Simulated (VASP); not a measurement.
## CsB4As3: single point with PBE

CsB4As3:

```xyz
8
Lattice="3.8786 0.0000 0.0000 0.0000 3.8786 0.0000 0.0000 0.0000 9.8115" Properties=species:S:1:pos:R:3 pbc="T T T"
Cs    0.0000    0.0000    4.9057
B     0.0000    1.9393    1.5195
B     1.9393    0.0000    1.5195
B     0.0000    1.9393    8.2920
B     1.9393    0.0000    8.2920
As    1.9393    1.9393    2.7838
As    1.9393    1.9393    7.0277
As    0.0000    0.0000    0.0000
```

```
Program                : VASP 6.6.1
Task                   : single point
Functional             : PBE
Potentials or basis    : VASP PAW PBE potentials, release 64 (Cs_sv, B, As)
Cutoff                 : 520 eV
k mesh                 : 9 × 9 × 4
Occupations            : fermi-dirac, width 0.1 eV
Spin                   : no spin polarisation
Dipole correction      : no
Further INCAR settings : ALGO = Normal; EDIFF = 1e-06; NBANDS = 28
```

```
Pressure               : -5.8 GPa
Largest force          : 2.159 eV/Å
Band gap on the k mesh : zero (band 18 reaches 4.70 eV, above the bottom of band 19 at 3.78 eV)
```

Forces on the atoms (eV/Å):
```
Cs   0.000  0.000  0.000
B    0.000  0.000  0.328
B    0.000  0.000  0.328
B    0.000  0.000 -0.328
B    0.000  0.000 -0.328
As   0.000  0.000 -2.159
As   0.000  0.000  2.159
As   0.000  0.000  0.000
```

Stress tensor (GPa, compression positive):
```
-6.53  0.00  0.00
 0.00 -6.53  0.00
 0.00  0.00 -4.49
```

Levels at points of the mesh, in eV from the Fermi level:
```tsv
k point	band 15	band 16	band 17	band 18	band 19	band 20	band 21	band 22
(0.00, 0.00, 0.00)	-2.62	-0.97	-0.76	-0.76	0.02	0.07	1.02	1.67
(0.00, 0.00, 0.50)	-2.65	-2.16	-0.90	-0.90	0.27	0.36	1.07	1.73
```

Run time: 6.1 min on 1 thread of Intel(R) Xeon(R) Platinum 8259CL CPU @ 2.50GHz (Skylake/Cascade Lake), on a shared host, peak memory 0.35 GiB.

Caveat: spin-orbit coupling is left out, which moves the levels of the heavy elements; forces of over 1 eV/Å act on the atoms, so gaps and moduli don't describe the material at rest.
